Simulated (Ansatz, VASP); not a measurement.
## One calculation of I, two programs

The input POSCAR:

```
I
1.0
    3.6066387840      0.0000000000      0.0000000000
    0.0000000000      3.6066387840      0.0000000000
    0.0000000000      0.0000000000      3.6066387840
I
1
Direct
    0.0000000000      0.0000000000      0.0000000000
```

INCAR.step1

```
  ALGO = Normal
  EDIFF = 1E-4
  ENCUT = 520
  GGA = PE
  ISMEAR = 0
  LASPH = True
  LCHARG = False
  LREAL = False
  LWAVE = True
  NBANDS = 10
  NELM = 100
  PREC = Accurate
  SIGMA = 0.1
```

Contents of INCAR.step2:

```
  ALGO = Normal
  EDIFF = 1E-7
  ENCUT = 520
  ISIF = 2
  ISMEAR = 0
  ISTART = 1
  LASPH = True
  LCHARG = False
  LMIXTAU = True
  LREAL = False
  LWAVE = False
  METAGGA = R2SCAN
  NBANDS = 10
  NELM = 100
  PREC = Accurate
  SIGMA = 0.1
```

KPOINTS

```
k-points
0
Gamma
  6 6 6
```

Input for Ansatz:

```yaml
crystal:
  lattice:
    - [3.606638784, 0.0, 0.0]
    - [0.0, 3.606638784, 0.0]
    - [0.0, 0.0, 3.606638784]
  atoms:
    - { symbol: I, position: [0.0, 0.0, 0.0] }
basis:
  ecutwfc: 500
kpoints:
  mp_grid: { grid: [6, 6, 6] }
hamiltonian:
  xc: r2scan
scf:
  occupations: { method: gaussian, width: 0.1 }
  lower_state_search: "off"
output:
  forces: true
  stress: true
  eigenvalues: true
```

Alike in both runs: task single point; functional r2SCAN; k mesh 6 × 6 × 6; occupations gaussian, width 0.1 eV; no spin polarisation.

```csv
,VASP,Ansatz
version,VASP 6.6.1,Ansatz 0.2.0
potentials or method,"VASP PAW PBE potentials, release 64 (I), cutoff 520 eV","scalar-relativistic, plane waves, PAW"
valence electrons in the cell,7,17
```

```tsv
	VASP	Ansatz	Ansatz less VASP
gap on the k mesh at the Fermi level (eV)	none	none	-
pressure (GPa)	-2.6	-2.6	+0.03
```

VASP's potentials were made for PBE, not for r2SCAN. A gap of «none» marks a metal or a gap that the smearing closes. VASP's potentials hold 7 valence electrons a cell and Ansatz's 17, so a difference there can come from the potentials and not from the codes.

Spin-orbit coupling is off throughout.
